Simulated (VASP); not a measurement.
A run of VASP 6.6.1 is set up as follows.

Contents of INCAR:

```
PREC     = Accurate       # precision mode
ENCUT    = 500            # plane-wave cutoff, eV
EDIFF    = 1E-6           # SCF threshold, eV
ISMEAR   = 0              # smearing method
SIGMA    = 0.01           # smearing width, eV
LREAL    = False          # projectors in reciprocal space
LASPH    = True           # aspherical terms in the spheres
NELM     = 120            # most SCF steps
ALGO     = Normal         # electronic algorithm
ISIF     = 2              # what is computed and relaxed
LWAVE    = False          # write WAVECAR
LCHARG   = False          # write CHGCAR
NBANDS   = 17             # bands
GGA_COMPAT= False
```

Contents of KPOINTS:

```
regular mesh
0
Gamma
  5 5 5
```

The input POSCAR:

```
SnSe
1.0
    0.0000000000      3.0100000000      3.0100000000
    3.0100000000      0.0000000000      3.0100000000
    3.0100000000      3.0100000000      0.0000000000
Sn Se
1 1
Direct
    0.0000000000      0.0000000000      0.0000000000
    0.5000000000      0.5000000000      0.5000000000
```

Potentials or basis: VASP PAW LDA potentials, release 64 (Sn_d, Se).

Run with:

```sh
$ cat potpaw_LDA.64/Sn_d/POTCAR potpaw_LDA.64/Se/POTCAR > POTCAR
$ mpirun -np 1 vasp_std > vasp.out
```

(1) What does it give for the pressure?

## Answers

(1) -3.4 GPa.
